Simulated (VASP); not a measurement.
# LiSiI5 (Immm) in VASP: notebook

LiSiI5 is run at these levels: PBEsol; tasks: single point, relaxation of cell and atoms.

All numbers are computed with VASP 6.6.1; they aren't measurements. Logs are shortened: lines on timing, memory, paths and dates and some standing lists are left out, and cuts for length are marked.

## Step 1: The cell of the first run

Symmetry: Immm, No. 71, orthorhombic system. Conventional cell: a = 4.715 Å, b = 9.668 Å, c = 11.882 Å, α = 90.00°, β = 90.00°, γ = 90.00°. Within 3.1 Å of Li (site symmetry mmm) lie 4 I at 2.36 to 3.03 Å. Within 3.3 Å of Si (site symmetry mmm) lie 6 I at 2.50 to 2.97 Å. Within 3.9 Å of I (site symmetry m2m) lie 2 Si at 2.97 Å and 1 Li at 3.03 Å and 7 I at 3.60 to 3.88 Å. I (site symmetry mm2) has 1 Si at 2.50 Å within 3.3 Å. I (site symmetry mmm) has 2 Li at 2.36 Å within 3.1 Å.

## Step 2: Single point, PBEsol

Contents of INCAR:

```
ALGO = Normal ; EDIFF = 1E-6
ENCUT = 520 ; GGA = PS
ISIF = 2 ; ISMEAR = -1
LASPH = T ; LCHARG = F
LREAL = F ; LWAVE = F
NBANDS = 30 ; NELM = 100
PREC = Accurate ; SIGMA = 0.03
```

Contents of KPOINTS:

```
k-points
0
Gamma
  4 4 4
```

Contents of POSCAR:

```
LiSiI5
1.0
   -2.3575092703      4.8339569747      5.9407750623
    2.3575092703     -4.8339569747      5.9407750623
    2.3575092703      4.8339569747     -5.9407750623
Li Si I
1 1 5
Direct
    0.5000000000      0.5000000000      0.0000000000
    0.0000000000      0.0000000000      0.0000000000
    0.8135867547      0.5000000000      0.3135867547
    0.1864132453      0.5000000000      0.6864132453
    0.2100774586      0.2100774586      0.0000000000
    0.7899225414      0.7899225414      0.0000000000
    0.5000000000      0.0000000000      0.5000000000
```

Potentials or basis: VASP PAW PBE potentials, release 64 (Li_sv, Si, I).

Run with:

```
> cat potpaw_PBE.64/Li_sv/POTCAR potpaw_PBE.64/Si/POTCAR potpaw_PBE.64/I/POTCAR > POTCAR
> mpirun -np 1 vasp_std > vasp.out
```

OUTCAR:

```text
EDIFF = 1E-6
   ENCUT = 520
   GGA = PS
   ISIF = 2
   ISMEAR = -1
   LASPH = T
   LREAL = F
   NELM = 100
   PREC = Accurate

 ion  position               nearest neighbor table
   1  0.500  0.500  0.000-   7 2.36   7 2.36   3 3.03   4 3.03
   2  0.000  0.000  0.000-   5 2.50   6 2.50   4 2.97   3 2.97   4 2.97   3 2.97
   3  0.814  0.500  0.314-   2 2.97   2 2.97   1 3.03
   4  0.186  0.500  0.686-   2 2.97   2 2.97   1 3.03
   5  0.210  0.210  0.000-   2 2.50
   6  0.790  0.790  0.000-   2 2.50
   7  0.500  0.000  0.500-   1 2.36   1 2.36

  LATTYP: Found a body centered orthorhombic cell.
 ALAT       =     4.7150185406
 B/A-ratio  =     2.0504508871
 C/A-ratio  =     2.5199370951

  Lattice vectors:

 A1 = (  -2.3575092703,   4.8339569747,   5.9407750623)
 A2 = (   2.3575092703,  -4.8339569747,   5.9407750623)
 A3 = (   2.3575092703,   4.8339569747,  -5.9407750623)

Analysis of symmetry for initial positions (statically):
=====================================================================
 Subroutine PRICEL returns:
 Original cell was already a primitive cell.

 Routine SETGRP: Setting up the symmetry group for a
 body centered orthorhombic supercell.

 Subroutine GETGRP returns: Found  8 space group operations
 (whereof  8 operations were pure point group operations)
 out of a pool of  8 trial point group operations.

The static configuration has the point symmetry D_2h.

Analysis of symmetry for dynamics (positions and initial velocities):
=====================================================================
 Subroutine PRICEL returns:
 Original cell was already a primitive cell.

 Routine SETGRP: Setting up the symmetry group for a
 body centered orthorhombic supercell.

 Subroutine GETGRP returns: Found  8 space group operations
 (whereof  8 operations were pure point group operations)
 out of a pool of  8 trial point group operations.

The dynamic configuration has the point symmetry D_2h.

 Subroutine INISYM returns: Found  8 space group operations
 (whereof  8 operations are pure point group operations),
 and found     1 'primitive' translations

[... 95 lines left out ...]
   ENCUT  =  520.0 eV  38.22 Ry    6.18 a.u.  14.90 14.90 14.90*2*pi/ulx,y,z
   NELM   =    100;   NELMIN=  2; NELMDL= -5     # of ELM steps
   EDIFF  = 0.1E-05   stopping-criterion for ELM
   LREAL  =      F    real-space projection
   EDIFFG = 0.1E-04   stopping-criterion for IOM
   NSW    =      0    number of steps for IOM
   IBRION =     -1    ionic relax: 0-MD 1-quasi-New 2-CG
   NFREE  =      0    steps in history (QN), initial steepest desc. (CG)
   ISIF   =      2    stress and relaxation
   ISYM   =      2    0-nonsym 1-usesym 2-fastsym
   POTIM  = 0.5000    time-step for ionic-motion
   TEBEG  =    0.0;   TEEND  =   0.0 temperature during run
   PSTRESS=    0.0 pullay stress
   NELECT =      42.0000    total number of electrons
   NUPDOWN=      -1.0000    fix difference up-down
   EMIN   =  10.00;   EMAX   =-10.00  energy-range for DOS
   EFERMI =   0.00;   METHOD = LEGACY
   ISMEAR =    -1;   SIGMA  =   0.03  broadening in eV -4-tet -1-fermi 0-gaus
   EFERMI_NEDOS =   21; number of points for ismear=-14 and -15
   IALGO  =     38    algorithm
   IMIX   =      4    mixing-type and parameters
     AMIX     =   0.40;   BMIX     =  1.00
     AMIX_MAG =   1.60;   BMIX_MAG =  1.00
  volume/ion in A,a.u.               =      38.69       261.07
  Fermi-wavevector in a.u.,A,eV,Ry     =   0.879572  1.662150 10.526110  0.773647
  Thomas-Fermi vector in A             =   1.999814
   LORBIT       =      0    0 simple, 1 ext, 2 COOP (PROOUT), +10 PAW based schemes
   GGA     = PS    functional components
   LHFCALC =     F    Hartree Fock is set to
   AEXX    =    0.0000 exact exchange contribution
   IVDW    =     0    specifies the selected vdW correction
   LEPSILON=     F    determine dielectric tensor
   LRPA    =     F    only Hartree local field effects (RPA)
 non-spin polarized calculation
  energy-cutoff  :      520.00
  volume of cell :      270.81
 maximum number of plane-waves:      7308
   NGX = 29   NGY = 29   NGZ = 29

 number of electron      42.0000009 magnetization

 Free energy of the ion-electron system (eV)
  ---------------------------------------------------
  ext. energy  EPLUGINS =         0.00000000
  ---------------------------------------------------
  free energy    TOTEN  =       -17.94959268 eV

  energy without entropy =      -17.94711435  energy(sigma->0) =      -17.94835352

 E-fermi :   1.7918     XC(G=0):  -7.7358

 val. band max:        1.7864691305   @ k =   0.0000   0.0000   0.0000
 cond. band min:       2.0216152049   @ k =   0.5000   0.5000   0.5000
 fundamental gap:      0.2351460744
 Fermi energy:         1.7917839664

 k-point     1 :       0.0000    0.0000    0.0000
  band No.  band energies     occupation
      1     -42.9369      2.00000
      2     -11.2688      2.00000
      3     -10.3737      2.00000
      4      -9.9861      2.00000
      5      -9.8938      2.00000
      6      -9.6667      2.00000
[... 583 lines left out ...]
     29       8.2178      0.00000
     30       8.2438      0.00000

------------------------ aborting loop because EDIFF is reached ----------------------------------------

  FORCE on cell =-STRESS in cart. coord.  units (eV):
  Direction    XX          YY          ZZ          XY          YZ          ZX
  --------------------------------------------------------------------------------------
  -------------------------------------------------------------------------------------
  Total        0.1137470     -0.0009607      0.0554291      0.0000000      0.0000000      0.0000000
  in kB        0.6729628     -0.0056841      0.3279360      0.0000000      0.0000000      0.0000000
  external PRESSURE =       0.3317382 kB  Pullay stress =       0.0000000 kB

 VOLUME and BASIS-vectors are now :
 -----------------------------------------------------------------------------
  energy-cutoff  :      520.00
  volume of cell :      270.81
      direct lattice vectors                 reciprocal lattice vectors
    -2.357509270  4.833956975  5.940775062     0.000000000  0.103434930  0.084164102
     2.357509270 -4.833956975  5.940775062     0.212088243  0.000000000  0.084164102
     2.357509270  4.833956975 -5.940775062     0.212088243  0.103434930  0.000000000

 POSITION                                       TOTAL-FORCE (eV/Angst)
 -----------------------------------------------------------------------------------
      0.00000      0.00000      5.94078         0.000000      0.000000      0.000000
      0.00000      0.00000      0.00000         0.000000      0.000000      0.000000
      0.00000      3.03173      5.94078         0.000000     -0.000023      0.000000
      2.35751      1.80223      0.00000         0.000000      0.000023      0.000000
      0.00000      0.00000      2.49605         0.000000     -0.000000      0.015463
      0.00000      0.00000      9.38550        -0.000000      0.000000     -0.015463
      0.00000      4.83396      0.00000         0.000000      0.000000      0.000000
 -----------------------------------------------------------------------------------
    total drift:                                0.000000      0.000000     -0.000000

  FREE ENERGIE OF THE ION-ELECTRON SYSTEM (eV)
  ---------------------------------------------------
  free  energy   TOTEN  =       -17.9495926813 eV

  energy  without entropy=      -17.9471143506  energy(sigma->0) =      -17.94835352
```

OSZICAR:

```text
N       E                     dE             d eps       ncg     rms          rms(c)
DAV:   1     0.247711615481E+03    0.24771E+03   -0.15720E+04  1080   0.115E+03
DAV:   2     0.927236064373E+01   -0.23844E+03   -0.23180E+03  1378   0.194E+02
DAV:   3    -0.163217521665E+02   -0.25594E+02   -0.25422E+02  1474   0.657E+01
DAV:   4    -0.185326492681E+02   -0.22109E+01   -0.22038E+01  1858   0.154E+01
DAV:   5    -0.186261951272E+02   -0.93546E-01   -0.93522E-01  1460   0.289E+00    0.860E+00
DAV:   6    -0.180239413196E+02    0.60225E+00   -0.66757E-01  1304   0.421E+00    0.586E+00
DAV:   7    -0.179552102924E+02    0.68731E-01   -0.71027E-01  1332   0.314E+00    0.166E+00
DAV:   8    -0.179496813534E+02    0.55289E-02   -0.10594E-01  1244   0.134E+00    0.109E+00
DAV:   9    -0.179495759702E+02    0.10538E-03   -0.12602E-02  1272   0.506E-01    0.284E-01
DAV:  10    -0.179495299871E+02    0.45983E-04   -0.24762E-03  1638   0.190E-01    0.100E-01
DAV:  11    -0.179495619566E+02   -0.31970E-04   -0.26260E-04  1292   0.753E-02    0.381E-02
DAV:  12    -0.179495880355E+02   -0.26079E-04   -0.73179E-05  1400   0.339E-02    0.131E-02
DAV:  13    -0.179495911914E+02   -0.31559E-05   -0.12597E-05  1318   0.173E-02    0.399E-03
DAV:  14    -0.179495922017E+02   -0.10103E-05   -0.18780E-06  1088   0.584E-03    0.231E-03
DAV:  15    -0.179495926813E+02   -0.47956E-06   -0.67575E-07   848   0.402E-03
   1 F= -.17949593E+02 E0= -.17948354E+02  d E =-.247833E-02
```

stdout:

```text
POSCAR found type information on POSCAR LiSiI
 POSCAR found :  3 types and       7 ions
 scaLAPACK will be used
 -----------------------------------------------------------------------------
|                                                                             |
|                                                                             |
|     You enforced a specific xc type in the INCAR file but a different       |
|     I HOPE YOU KNOW WHAT YOU ARE DOING!                                     |
|                                                                             |
 -----------------------------------------------------------------------------

 LDA part: xc-table for (Slater+PW92), standard interpolation
 POSCAR, INCAR and KPOINTS ok, starting setup
 FFT: planning ... GRIDC
 FFT: planning ... GRID_SOFT
 FFT: planning ... GRID
 WAVECAR not read
 entering main loop
```

Wall time 3 min (1 thread of Intel Xeon Platinum 8259CL at 2.50GHz (Skylake/Cascade Lake), shared host); peak memory 0.52 GiB.

What came out:

```
Free energy            : -17.9496 eV
Largest force          : 0.015 eV/Å
Band gap on the k mesh : 0.02 eV
```

Forces on the atoms (eV/Å):
```
Li   0.000  0.000  0.000
Si   0.000  0.000  0.000
I    0.000  0.000  0.000
I    0.000  0.000  0.000
I    0.000  0.000  0.015
I    0.000  0.000 -0.015
I    0.000  0.000  0.000
```

Caveat: the cutoff is under 1.25 times the usual one of these potentials, so pressure, stress and relaxed cells hold a basis-set (Pulay) error; the smearing spreads over this small gap; semilocal functionals underestimate gaps, and a narrow one can read as zero; the PAW data sets were made with another functional, which shifts forces and pressure a little; spin-orbit coupling is left out, which moves the levels of the heavy elements.

## Step 3: Relaxation of cell and atoms, PBEsol

This run uses another cell than the first one, of 40.74 Å³/atom.

Contents of INCAR:

```
  PREC = Accurate
  ENCUT = 600
  EDIFF = 1E-6
  ISMEAR = -1
  SIGMA = 0.03
  LREAL = F
  LASPH = T
  NELM = 60
  ALGO = Normal
  ISIF = 3
  LWAVE = F
  LCHARG = F
  GGA = PS
  IBRION = 2
  NSW = 100
  EDIFFG = -0.01
```

Contents of KPOINTS:

```
regular mesh
0
Gamma
  4 4 4
```

Contents of POSCAR:

```
LiSiI5
1.0
   -2.7143979100      4.6693287800      5.6244447100
    2.7143979100     -4.6693287800      5.6244447100
    2.7143979100      4.6693287800     -5.6244447100
Li Si I
1 1 5
Direct
    0.5000000000      0.5000000000      0.0000000000
    0.0000000000      0.0000000000      0.0000000000
    0.7917972200      0.5000000000      0.2917972200
    0.2082027800      0.5000000000      0.7082027800
    0.2605996100      0.2605996100      0.0000000000
    0.7394003900      0.7394003900      0.0000000000
    0.5000000000      0.0000000000      0.5000000000
```

Potentials or basis: VASP PAW PBE potentials, release 64 (Li_sv, Si, I).

Run with:

```
> cat potpaw_PBE.64/Li_sv/POTCAR potpaw_PBE.64/Si/POTCAR potpaw_PBE.64/I/POTCAR > POTCAR
> mpirun -np 1 vasp_std > vasp.out
```

OUTCAR:

```text
PREC = Accurate
   ENCUT = 600
   EDIFF = 1E-6
   ISMEAR = -1
   LREAL = F
   LASPH = T
   NELM = 60
   ISIF = 3
   GGA = PS
   IBRION = 2
   NSW = 100
   EDIFFG = -0.01

 ion  position               nearest neighbor table
   1  0.500  0.500  0.000-   5 2.69   6 2.69   7 2.71   7 2.71   3 2.72   4 2.72
   2  0.000  0.000  0.000-   5 2.93   6 2.93   4 3.34   3 3.34   4 3.34   3 3.34
   3  0.792  0.500  0.292-   1 2.72   2 3.34   2 3.34
   4  0.208  0.500  0.708-   1 2.72   2 3.34   2 3.34
   5  0.261  0.261  0.000-   1 2.69   2 2.93
   6  0.739  0.739  0.000-   1 2.69   2 2.93
   7  0.500  0.000  0.500-   1 2.71   1 2.71

  LATTYP: Found a body centered orthorhombic cell.
 ALAT       =     5.4287958200
 B/A-ratio  =     1.7202079190
 C/A-ratio  =     2.0720781906

  Lattice vectors:

 A1 = (  -2.7143979100,   4.6693287800,   5.6244447100)
[... 299 lines left out ...]

  energy  without entropy=      -17.3709456434  energy(sigma->0) =      -17.37708587

[... ionic steps 4 to 17 ...]

--------------------------------------- Ionic step       18  -------------------------------------------

 number of electron      42.0000002 magnetization

------------------------ aborting loop because EDIFF is reached ----------------------------------------
[... 77 lines left out ...]
--------------------------------------- Ionic step       20  -------------------------------------------

 number of electron      42.0000002 magnetization

 Free energy of the ion-electron system (eV)
  ---------------------------------------------------
  ext. energy  EPLUGINS =         0.00000000
  ---------------------------------------------------
  free energy    TOTEN  =       -17.95135849 eV

  energy without entropy =      -17.94870342  energy(sigma->0) =      -17.95003096

 E-fermi :   1.8049     XC(G=0):  -7.7479

 val. band max:        1.7896099669   @ k =   0.0000   0.0000   0.0000
 cond. band min:       2.0284344824   @ k =   0.5000   0.5000   0.5000
 fundamental gap:      0.2388245155
 Fermi energy:         1.8048809222

 k-point     1 :       0.0000    0.0000    0.0000
  band No.  band energies     occupation
      1     -42.9163      2.00000
      2     -11.2461      2.00000
      3     -10.3523      2.00000
      4      -9.9693      2.00000
      5      -9.8770      2.00000
      6      -9.6528      2.00000
[... 527 lines left out ...]
  FREE ENERGIE OF THE ION-ELECTRON SYSTEM (eV)
  ---------------------------------------------------
  free  energy   TOTEN  =       -17.9513584905 eV

  energy  without entropy=      -17.9487034212  energy(sigma->0) =      -17.95003096

 reached required accuracy - stopping structural energy minimisation
```

Wall time 47 min (1 thread of Intel Xeon Platinum 8259CL at 2.50GHz (Skylake/Cascade Lake), shared host); peak memory 0.72 GiB.

Results:

```yaml
Free_energy: -17.9514 eV
Relaxed_volume: 38.60 Å³/atom
Relaxed_cell: a = 8.002 Å, b = 8.002 Å, c = 8.002 Å, α = 145.69°, β = 105.79°, γ = 84.37°
Space_group_after_relaxing_to_0.1_Å: Immm (No. 71)
Energy_gained_by_relaxing: 209.9 meV/atom
Ionic_steps: 20
Pressure_after_relaxing: 0.0 GPa
Largest_force_after_relaxing: 0.004 eV/Å
Band_gap_on_the_k_mesh: 0.01 eV
```

Forces in eV/Å, atoms in the order of the input:
```
Li   0.000  0.000  0.000
Si   0.000  0.000  0.000
I    0.000  0.004  0.000
I    0.000 -0.004  0.000
I    0.000  0.000 -0.004
I    0.000  0.000  0.004
I    0.000  0.000  0.000
```

The path:
```tsv
step	energy change (eV)	largest force (eV/Å)	pressure (GPa)	volume (Å³)
1	0.0000	1.0666	-2.12	285.15
2	-0.5090	1.0750	-1.33	263.38
3	-0.9013	0.9454	1.70	230.86
4	-1.1623	0.6475	1.56	234.42
5	-1.2463	0.5682	2.10	238.10
6	-1.4053	0.4570	-0.53	265.59
7	-1.4068	0.4285	-0.33	262.72
8	-1.4384	0.1570	-0.05	263.87
9	-1.4399	0.0595	0.04	264.16
10	-1.4522	0.0366	0.08	265.20
11	-1.4572	0.0646	0.16	266.53
12	-1.4634	0.1305	-0.15	270.28
13	-1.4635	0.1351	-0.16	270.44
14	-1.4679	0.0495	-0.01	270.26
15	-1.4679	0.0495	-0.01	270.26
16	-1.4685	0.0414	0.01	270.00
17	-1.4691	0.0223	0.08	269.38
18	-1.4693	0.0082	0.02	269.97
19	-1.4694	0.0139	0.00	270.12
20	-1.4694	0.0043	0.00	270.21
```

Final structure:
```
Li Si I
1.0
    -2.36037    4.82699    5.92916
     2.36037   -4.82699    5.92916
     2.36037    4.82699   -5.92916
Li Si I
1 1 5
Direct
  0.50000 0.50000 0.00000
  0.00000 0.00000 0.00000
  0.81340 0.50000 0.31340
  0.18660 0.50000 0.68660
  0.21071 0.21071 0.00000
  0.78929 0.78929 0.00000
  0.50000 0.00000 0.50000
```

Caveat: the cutoff is under 1.25 times the usual one of these potentials, so pressure, stress and relaxed cells hold a basis-set (Pulay) error; the smearing spreads over this small gap; semilocal functionals underestimate gaps, and a narrow one can read as zero; the PAW data sets were made with another functional, which shifts forces and pressure a little; spin-orbit coupling is left out, which moves the levels of the heavy elements.

The gap in the log of VASP goes by the Fermi energy; the results here count the filled bands.